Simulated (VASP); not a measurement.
Crystal: CaSe.

```
CELL_PARAMETERS angstrom
0.00000 2.96753 2.96753
2.96753 0.00000 2.96753
2.96753 2.96753 0.00000
ATOMIC_POSITIONS crystal
Ca 0.00000 0.00000 0.00000
Se 0.50000 0.50000 0.50000
```

Base run:

```yaml
Program: VASP 6.6.1
Functional: r2SCAN
Potentials_or_basis: VASP PAW PBE potentials, release 64 (Ca_sv, Se)
Cutoff: 520 eV
k_mesh: 6 × 6 × 6
Occupations: gaussian, width 0.01 eV
Spin: no spin polarisation
```

Its results: band gap on the k mesh 2.52 eV, indirect (least direct gap 3.46 eV); pressure 0.2 GPa.

Task: The run is repeated on the same cell with these changes: functional from r2SCAN to PBE. What comes out?

Result: Band gap on the k mesh 2.05 eV, indirect (least direct gap 2.97 eV); pressure 0.7 GPa.

r2SCAN gives the wider gap, since meta-GGAs in the generalised Kohn-Sham scheme recover part of the derivative discontinuity.

Caveats: the PAW data sets were made with another functional, which shifts forces and pressure a little (some runs).

A k mesh can miss the band edges.
